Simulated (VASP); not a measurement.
# LaLu2N3: single point with PBE

Crystal: LaLu2N3.

```xyz
6
Lattice="3.6457 0.0000 0.0000 0.0000 3.6457 0.0000 0.0000 0.0000 8.0315" Properties=species:S:1:pos:R:3 pbc="T T T"
La    0.0000    0.0000    0.0000
Lu    0.0000    1.8228    5.9241
Lu    1.8228    0.0000    2.1074
N     1.8228    1.8228    0.0000
N     0.0000    1.8228    3.0409
N     1.8228    0.0000    4.9905
```

```json
{
 "Program": "VASP 6.6.1",
 "Task": "single point",
 "Functional": "PBE",
 "Potentials or basis": "VASP PAW PBE potentials, release 64 (La, Lu, N)",
 "Cutoff": "520 eV",
 "k mesh": "6 × 6 × 2",
 "Occupations": "gaussian, width 0.1 eV",
 "Spin": "no spin polarisation"
}
```

The pressure is -11.6 GPa and the largest force is 6.674 eV/Å. The band gap on the k mesh is zero (band 38 reaches 4.59 eV, above the bottom of band 39 at 4.43 eV).

Forces on the atoms (eV/Å):
```
La   0.000  0.000  0.000
Lu   0.000  0.000 -6.674
Lu   0.000  0.000  6.674
N    0.000  0.000  0.000
N    0.000  0.000 -2.909
N    0.000  0.000  2.909
```

Stress tensor (GPa, compression positive):
```
-14.81   0.00   0.00
  0.00 -14.81   0.00
  0.00   0.00  -5.28
```

Levels at points of the mesh, in eV from the Fermi level:
```
           k point  band 36  band 37  band 38  band 39  band 40  band 41
(0.00, 0.00, 0.00)    -0.68    -0.44    -0.19     0.29     0.29     0.80
(0.50, 0.00, 0.00)    -1.09    -0.76    -0.73     1.16     1.35     1.76
(0.50, 0.50, 0.00)    -1.55    -0.84    -0.61     0.63     1.17     1.17
(0.00, 0.00, 0.50)    -0.61    -0.38     0.18     0.18     0.42     0.88
(0.50, 0.00, 0.50)    -0.71    -0.60    -0.36     0.97     1.04     1.63
(0.50, 0.50, 0.50)    -1.33    -0.89    -0.61     0.13     0.13     0.72
```

Run time: 2.5 min on 1 thread of Intel(R) Xeon(R) Platinum 8259CL CPU @ 2.50GHz (Skylake/Cascade Lake), on a shared host, peak memory 0.26 GiB.

Caveat: the k points lie up to 0.39 Å⁻¹ apart; spin-orbit coupling is left out, which moves the levels of the heavy elements; forces of over 1 eV/Å act on the atoms, so gaps and moduli don't describe the material at rest.
